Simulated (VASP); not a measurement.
Crystal: La2Y2O.

```xyz
5
Lattice="3.5200 0.0000 0.0000 -1.7600 3.0484 0.0000 0.0000 0.0000 10.9000" Properties=species:S:1:pos:R:3 pbc="T T T"
La    0.0000    2.0323    6.8670
La    1.7600    1.0161    4.0330
Y     0.0000    2.0323    1.2535
Y     1.7600    1.0161    9.6465
O     0.0000    0.0000    0.0000
```

```yaml
Program: VASP 6.6.1
Task: relaxation of cell and atoms
Functional: PBE
Potentials_or_basis: VASP PAW PBE potentials, release 64 (La, Y_sv, O)
Cutoff: 600 eV
k_mesh: 5 × 5 × 2
Occupations: gaussian, width 0.2 eV
Spin: no spin polarisation
```

At the start: pressure 8.0 GPa; volume 23.39 Å³/atom.

**Question.** Where does the relaxation end?

**Answer.** Over 8 steps the energy falls by 101.3 meV/atom and the volume is 27.12 Å³/atom (+15.9 %); space group P-3m1 (No. 164, to 0.1 Å) before and after.

The path:
```
step  energy change (eV)  largest force (eV/Å)  pressure (GPa)  volume (Å³)
   1              0.0000                0.6671            8.01       116.96
   2             -0.4377                0.5612           -1.51       137.85
   3             -0.4509                0.4948           -0.36       134.41
   4             -0.4891                0.3109           -0.08       134.16
   5             -0.5022                0.1331            0.27       133.88
   6             -0.5022                0.1266            0.29       133.86
   7             -0.5057                0.0814           -0.01       134.93
   8             -0.5063                0.0538           -0.18       135.61
```

Final structure:
```
La Y O
1.0
     3.61773    0.00000    0.00000
    -1.80886    3.13305    0.00000
     0.00000    0.00000   11.96476
La Y O
2 2 1
Direct
  0.33333 0.66667 0.62606
  0.66667 0.33333 0.37394
  0.33333 0.66667 0.10966
  0.66667 0.33333 0.89034
  0.00000 0.00000 0.00000
```

Caveat: the k points lie up to 0.40 Å⁻¹ apart in the final cell, too coarse for converged energies and pressures of a metal; the volume moved by over 15 % at a fixed basis, so the end points are rough; the relaxation stopped at a loose force limit of 0.08 eV/Å, so its end isn't a converged minimum.
